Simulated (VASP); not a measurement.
# Zn3CdTe4 (P-43m) in VASP: notebook

The runs below take Zn3CdTe4 through single point, with PBE, LDA.

All numbers are computed with VASP 6.6.1; they aren't measurements. Logs are shortened: lines on timing, memory, paths and dates and some standing lists are left out, and cuts for length are marked.

### 1 The cell of the first run

The structure is cubic, space group P-43m (No. 215). The conventional cell has a = 6.288 Å, b = 6.288 Å, c = 6.288 Å, α = 90.00°, β = 90.00°, γ = 90.00°. Zn (site symmetry -42m) has 4 Te at 2.69 Å within 3.5 Å. Cd (site symmetry -43m) has 4 Te at 2.82 Å within 3.7 Å. Within 3.5 Å of Te (site symmetry 3m) lie 3 Zn at 2.69 Å and 1 Cd at 2.82 Å.

### 2 Single point, PBE

Input file INCAR:

```
PREC     = Accurate       # precision mode
ENCUT    = 520            # plane-wave cutoff, eV
EDIFF    = 1E-7           # SCF threshold, eV
ISMEAR   = 0              # smearing method
SIGMA    = 0.1            # smearing width, eV
LREAL    = False          # projectors in reciprocal space
LASPH    = True           # aspherical terms in the spheres
NELM     = 80             # most SCF steps
ALGO     = Normal         # electronic algorithm
ISIF     = 2              # what is computed and relaxed
LWAVE    = False          # write WAVECAR
LCHARG   = False          # write CHGCAR
GGA      = PE             # functional
NBANDS   = 46             # bands
```

Input file KPOINTS:

```
Automatic mesh
0
Gamma
  4 4 4
```

Input file POSCAR:

```
Zn3CdTe4
1.0
    6.2875654000      0.0000000000      0.0000000000
    0.0000000000      6.2875654000      0.0000000000
    0.0000000000      0.0000000000      6.2875654000
Zn Cd Te
3 1 4
Direct
    0.5000000000      0.0000000000      0.0000000000
    0.0000000000      0.0000000000      0.5000000000
    0.0000000000      0.5000000000      0.0000000000
    0.5000000000      0.5000000000      0.5000000000
    0.7593390000      0.2406610000      0.7593390000
    0.7593390000      0.7593390000      0.2406610000
    0.2406610000      0.2406610000      0.2406610000
    0.2406610000      0.7593390000      0.7593390000
```

Potentials or basis: VASP PAW PBE potentials, release 64 (Zn, Cd, Te).

On the command line:

```console
$ cat potpaw_PBE.64/Zn/POTCAR potpaw_PBE.64/Cd/POTCAR potpaw_PBE.64/Te/POTCAR > POTCAR
$ mpirun -np 1 vasp_std > vasp.out
```

OUTCAR:

```text
PREC = Accurate
   ENCUT = 520
   EDIFF = 1E-7
   ISMEAR = 0
   LREAL = False
   LASPH = True
   NELM = 80
   ISIF = 2
   GGA = PE

 ion  position               nearest neighbor table
   1  0.500  0.000  0.000-   5 2.69   6 2.69   7 2.69   8 2.69
   2  0.000  0.000  0.500-   5 2.69   6 2.69   7 2.69   8 2.69
   3  0.000  0.500  0.000-   5 2.69   6 2.69   7 2.69   8 2.69
   4  0.500  0.500  0.500-   5 2.82   6 2.82   7 2.82   8 2.82
   5  0.759  0.241  0.759-   1 2.69   2 2.69   3 2.69   4 2.82
   6  0.759  0.759  0.241-   1 2.69   2 2.69   3 2.69   4 2.82
   7  0.241  0.241  0.241-   1 2.69   2 2.69   3 2.69   4 2.82
   8  0.241  0.759  0.759-   1 2.69   2 2.69   3 2.69   4 2.82

  LATTYP: Found a simple cubic cell.
 ALAT       =     6.2875654000

  Lattice vectors:

 A1 = (   6.2875654000,   0.0000000000,   0.0000000000)
 A2 = (   0.0000000000,   6.2875654000,   0.0000000000)
 A3 = (   0.0000000000,   0.0000000000,   6.2875654000)

Analysis of symmetry for initial positions (statically):
=====================================================================
 Subroutine PRICEL returns:
 Original cell was already a primitive cell.

 Routine SETGRP: Setting up the symmetry group for a
 simple cubic supercell.

 Subroutine GETGRP returns: Found 24 space group operations
 (whereof 24 operations were pure point group operations)
 out of a pool of 48 trial point group operations.

The static configuration has the point symmetry T_d .

Analysis of symmetry for dynamics (positions and initial velocities):
=====================================================================
 Subroutine PRICEL returns:
 Original cell was already a primitive cell.

 Routine SETGRP: Setting up the symmetry group for a
 simple cubic supercell.

 Subroutine GETGRP returns: Found 24 space group operations
 (whereof 24 operations were pure point group operations)
 out of a pool of 48 trial point group operations.

The dynamic configuration has the point symmetry T_d .

 Subroutine INISYM returns: Found 24 space group operations
 (whereof 24 operations are pure point group operations),
 and found     1 'primitive' translations

----------------------------------------------------------------------------------------

                                     Primitive cell

  volume of cell :     248.5693

  direct lattice vectors                    reciprocal lattice vectors
     6.287565400  0.000000000  0.000000000     0.159044071  0.000000000  0.000000000
     0.000000000  6.287565400  0.000000000     0.000000000  0.159044071  0.000000000
     0.000000000  0.000000000  6.287565400     0.000000000  0.000000000  0.159044071

  length of vectors
     6.287565400  6.287565400  6.287565400     0.159044071  0.159044071  0.159044071

  position of ions in fractional coordinates (direct lattice)
     0.500000000  0.000000000  0.000000000
     0.000000000  0.000000000  0.500000000
     0.000000000  0.500000000  0.000000000
     0.500000000  0.500000000  0.500000000
     0.759339000  0.240661000  0.759339000
     0.759339000  0.759339000  0.240661000
     0.240661000  0.240661000  0.240661000
     0.240661000  0.759339000  0.759339000

  ion indices of the primitive-cell ions
   primitive index   ion index
                 1           1
                 2           2
                 3           3
                 4           4
                 5           5
                 6           6
                 7           7
                 8           8

----------------------------------------------------------------------------------------

 KPOINTS: Automatic mesh

Automatic generation of k-mesh.
 Grid dimensions read from file:
 generate k-points for:    4    4    4

 Generating k-lattice:

  Cartesian coordinates                     Fractional coordinates (reciprocal lattice)
     0.039761018  0.000000000  0.000000000     0.250000000  0.000000000  0.000000000
     0.000000000  0.039761018  0.000000000     0.000000000  0.250000000  0.000000000
     0.000000000  0.000000000  0.039761018     0.000000000  0.000000000  0.250000000

  Length of vectors
     0.039761018  0.039761018  0.039761018

  Shift w.r.t. Gamma in fractional coordinates (k-lattice)
     0.000000000  0.000000000  0.000000000

 Subroutine IBZKPT returns following result:
 ===========================================

 Found     10 irreducible k-points:

 Following reciprocal coordinates:
            Coordinates               Weight
  0.000000  0.000000  0.000000      1.000000
  0.250000  0.000000  0.000000      6.000000
  0.500000  0.000000  0.000000      3.000000
  0.250000  0.250000  0.000000     12.000000
  0.500000  0.250000  0.000000     12.000000
  0.500000  0.500000  0.000000      3.000000
  0.250000  0.250000  0.250000      8.000000
  0.500000  0.250000  0.250000     12.000000
  0.500000  0.500000  0.250000      6.000000
  0.500000  0.500000  0.500000      1.000000
   k-points           NKPTS =     10   k-points in BZ     NKDIM =     10   number of bands    NBANDS=     46
   number of dos      NEDOS =    301   number of ions     NIONS =      8
   total plane-waves  NPLWV = 110592
   dimension x,y,z NGX =    48 NGY =   48 NGZ =   48
   dimension x,y,z NGXF=    96 NGYF=   96 NGZF=   96
   ions per type =               3   1   4
   NGX,Y,Z   is equivalent  to a cutoff of  12.69, 12.69, 12.69 a.u.
   NGXF,Y,Z  is equivalent  to a cutoff of  25.38, 25.38, 25.38 a.u.
 SYSTEM =  unknown system
   PREC   = accura    normal or accurate (medium, high low for compatibility)
   ISTART =      0    job   : 0-new  1-cont  2-samecut
   ICHARG =      2    charge: 1-file 2-atom 10-const
   ISPIN  =      1    spin polarized calculation?
   LNONCOLLINEAR =      F non collinear calculations
   LSORBIT =      F    spin-orbit coupling
   LASPH  =      T    aspherical Exc in radial PAW
   ENCUT  =  520.0 eV  38.22 Ry    6.18 a.u.  11.69 11.69 11.69*2*pi/ulx,y,z
   NELM   =     80;   NELMIN=  2; NELMDL= -5     # of ELM steps
   EDIFF  = 0.1E-06   stopping-criterion for ELM
   LREAL  =      F    real-space projection
   EDIFFG = 0.1E-05   stopping-criterion for IOM
   NSW    =      0    number of steps for IOM
   IBRION =     -1    ionic relax: 0-MD 1-quasi-New 2-CG
   NFREE  =      0    steps in history (QN), initial steepest desc. (CG)
   ISIF   =      2    stress and relaxation
   ISYM   =      2    0-nonsym 1-usesym 2-fastsym
   POTIM  = 0.5000    time-step for ionic-motion
   TEBEG  =    0.0;   TEEND  =   0.0 temperature during run
   PSTRESS=    0.0 pullay stress
   NELECT =      72.0000    total number of electrons
   NUPDOWN=      -1.0000    fix difference up-down
   EMIN   =  10.00;   EMAX   =-10.00  energy-range for DOS
   EFERMI =   0.00;   METHOD = LEGACY
   ISMEAR =     0;   SIGMA  =   0.10  broadening in eV -4-tet -1-fermi 0-gaus
   EFERMI_NEDOS =   21; number of points for ismear=-14 and -15
   IALGO  =     38    algorithm
   IMIX   =      4    mixing-type and parameters
     AMIX     =   0.40;   BMIX     =  1.00
     AMIX_MAG =   1.60;   BMIX_MAG =  1.00
  volume/ion in A,a.u.               =      31.07       209.68
  Fermi-wavevector in a.u.,A,eV,Ry     =   1.083186  2.046925 15.963614  1.173293
  Thomas-Fermi vector in A             =   2.219246
   LORBIT       =      0    0 simple, 1 ext, 2 COOP (PROOUT), +10 PAW based schemes
   GGA     = PE    functional components
   LHFCALC =     F    Hartree Fock is set to
   AEXX    =    0.0000 exact exchange contribution
   IVDW    =     0    specifies the selected vdW correction
   LEPSILON=     F    determine dielectric tensor
   LRPA    =     F    only Hartree local field effects (RPA)
 non-spin polarized calculation
 Gauss-broadening in eV      SIGMA  =   0.10
  energy-cutoff  :      520.00
  volume of cell :      248.57
 maximum number of plane-waves:      6728
 NGX is ok and might be reduce to    48
   NGX = 23   NGY = 23   NGZ = 23

 number of electron      71.9999987 magnetization

 Free energy of the ion-electron system (eV)
  ---------------------------------------------------
  ext. energy  EPLUGINS =         0.00000000
  ---------------------------------------------------
  free energy    TOTEN  =       -20.29247301 eV

  energy without entropy =      -20.29247301  energy(sigma->0) =      -20.29247301

 E-fermi :   3.0211     XC(G=0):  -8.6648

 val. band max:        2.5662267705   @ k =   0.0000   0.0000   0.0000
 cond. band min:       3.4515623942   @ k =   0.0000   0.0000   0.0000
 fundamental gap:      0.8853356237
 Fermi energy:         3.0211145936

 k-point     1 :       0.0000    0.0000    0.0000
  band No.  band energies     occupation
      1      -8.7980      2.00000
      2      -7.8847      2.00000
      3      -7.8847      2.00000
      4      -7.8847      2.00000
      5      -5.4388      2.00000
      6      -5.4388      2.00000
[... 38 lines left out ...]
     45       7.0763      0.00000
     46       7.0763      0.00000

 k-point     2 :       0.2500    0.0000    0.0000
  band No.  band energies     occupation
      1      -8.6848      2.00000
      2      -8.0307      2.00000
      3      -7.8842      2.00000
      4      -7.8842      2.00000
      5      -5.4573      2.00000
      6      -5.4359      2.00000
[... 38 lines left out ...]
     45       7.7100      0.00000
     46       7.7100      0.00000

 k-point     3 :       0.5000    0.0000    0.0000
  band No.  band energies     occupation
      1      -8.4540      2.00000
      2      -8.2946      2.00000
      3      -7.8836      2.00000
      4      -7.8836      2.00000
      5      -5.4903      2.00000
      6      -5.4331      2.00000
[... 38 lines left out ...]
     45       8.1845      0.00000
     46       8.1845      0.00000

 k-point     4 :       0.2500    0.2500    0.0000
  band No.  band energies     occupation
      1      -8.5827      2.00000
      2      -8.0222      2.00000
      3      -7.9951      2.00000
      4      -7.9013      2.00000
      5      -5.4548      2.00000
      6      -5.4416      2.00000
[... 38 lines left out ...]
     45       7.4144      0.00000
     46       8.0405      0.00000

 k-point     5 :       0.5000    0.2500    0.0000
  band No.  band energies     occupation
      1      -8.3765      2.00000
      2      -8.2388      2.00000
      3      -7.9713      2.00000
      4      -7.9324      2.00000
      5      -5.4752      2.00000
      6      -5.4337      2.00000
[... 38 lines left out ...]
     45       7.9585      0.00000
     46       8.0632      0.00000

 k-point     6 :       0.5000    0.5000    0.0000
  band No.  band energies     occupation
      1      -8.2090      2.00000
      2      -8.1489      2.00000
      3      -8.1489      2.00000
      4      -8.0154      2.00000
      5      -5.4464      2.00000
      6      -5.4464      2.00000
[... 38 lines left out ...]
     45       8.2278      0.00000
     46       8.2278      0.00000

 k-point     7 :       0.2500    0.2500    0.2500
  band No.  band energies     occupation
      1      -8.4932      2.00000
      2      -8.0192      2.00000
      3      -8.0192      2.00000
      4      -7.9731      2.00000
      5      -5.4561      2.00000
      6      -5.4345      2.00000
[... 38 lines left out ...]
     45       7.6564      0.00000
     46       8.0861      0.00000

 k-point     8 :       0.5000    0.2500    0.2500
  band No.  band energies     occupation
      1      -8.3141      2.00000
      2      -8.2003      2.00000
      3      -8.0161      2.00000
      4      -7.9777      2.00000
      5      -5.4608      2.00000
      6      -5.4348      2.00000
[... 38 lines left out ...]
     45       8.2795      0.00000
     46       8.4299      0.00000

 k-point     9 :       0.5000    0.5000    0.2500
  band No.  band energies     occupation
      1      -8.1796      2.00000
      2      -8.1437      2.00000
      3      -8.1437      2.00000
      4      -8.0303      2.00000
      5      -5.4337      2.00000
      6      -5.4337      2.00000
[... 38 lines left out ...]
     45       7.7948      0.00000
     46       8.0270      0.00000

 k-point    10 :       0.5000    0.5000    0.5000
  band No.  band energies     occupation
      1      -8.1386      2.00000
      2      -8.1386      2.00000
      3      -8.1386      2.00000
      4      -8.0567      2.00000
      5      -5.4226      2.00000
      6      -5.4226      2.00000
[... 38 lines left out ...]
     45       7.7360      0.00000
     46       7.7360      0.00000

------------------------ aborting loop because EDIFF is reached ----------------------------------------

  FORCE on cell =-STRESS in cart. coord.  units (eV):
  Direction    XX          YY          ZZ          XY          YZ          ZX
  --------------------------------------------------------------------------------------
  -------------------------------------------------------------------------------------
  Total        0.2177150      0.2177150      0.2177150     -0.0000000     -0.0000000      0.0000000
  in kB        1.4033026      1.4033026      1.4033026     -0.0000000     -0.0000000      0.0000000
  external PRESSURE =       1.4033026 kB  Pullay stress =       0.0000000 kB

 VOLUME and BASIS-vectors are now :
 -----------------------------------------------------------------------------
  energy-cutoff  :      520.00
  volume of cell :      248.57
      direct lattice vectors                 reciprocal lattice vectors
     6.287565400  0.000000000  0.000000000     0.159044071  0.000000000  0.000000000
     0.000000000  6.287565400  0.000000000     0.000000000  0.159044071  0.000000000
     0.000000000  0.000000000  6.287565400     0.000000000  0.000000000  0.159044071

 POSITION                                       TOTAL-FORCE (eV/Angst)
 -----------------------------------------------------------------------------------
      3.14378      0.00000      0.00000         0.000000      0.000000     -0.000000
      0.00000      0.00000      3.14378         0.000000      0.000000     -0.000000
      0.00000      3.14378      0.00000         0.000000      0.000000     -0.000000
      3.14378      3.14378      3.14378         0.000000      0.000000     -0.000000
      4.77439      1.51317      4.77439         0.010938     -0.010938      0.010938
      4.77439      4.77439      1.51317         0.010938      0.010938     -0.010938
      1.51317      1.51317      1.51317        -0.010938     -0.010938     -0.010938
      1.51317      4.77439      4.77439        -0.010938      0.010938      0.010938
 -----------------------------------------------------------------------------------
    total drift:                                0.000000      0.000000     -0.000000

  FREE ENERGIE OF THE ION-ELECTRON SYSTEM (eV)
  ---------------------------------------------------
  free  energy   TOTEN  =       -20.2924730058 eV

  energy  without entropy=      -20.2924730057  energy(sigma->0) =      -20.29247301
```

It took 65 s on 1 thread of Intel Xeon 6975P-C (Granite Rapids), shared host; peak memory 0.37 GiB.

What came out:

- Free energy: -20.2925 eV
- Pressure: 0.1 GPa
- Largest force: 0.019 eV/Å
- Band gap on the k mesh: 0.89 eV

Forces on the atoms (eV/Å):
```
Zn   0.000  0.000  0.000
Zn   0.000  0.000  0.000
Zn   0.000  0.000  0.000
Cd   0.000  0.000  0.000
Te   0.011 -0.011  0.011
Te   0.011  0.011 -0.011
Te  -0.011 -0.011 -0.011
Te  -0.011  0.011  0.011
```

Levels at points of the mesh, in eV from the valence-band top:
| k point | band 34 | band 35 | band 36 | band 37 | band 38 | band 39 |
| --- | --- | --- | --- | --- | --- | --- |
| (0.00, 0.00, 0.00) | 0.00 | 0.00 | 0.00 | 0.89 | 2.20 | 2.51 |
| (0.50, 0.00, 0.00) | -1.25 | -1.00 | -1.00 | 2.61 | 2.87 | 3.50 |
| (0.50, 0.50, 0.00) | -0.80 | -0.73 | -0.73 | 2.93 | 2.93 | 3.24 |
| (0.50, 0.50, 0.50) | -0.64 | -0.64 | -0.64 | 1.66 | 1.66 | 1.66 |

Caveat: spin-orbit coupling is left out, which moves the levels of the heavy elements.

(Continued in part 2 of 2.)
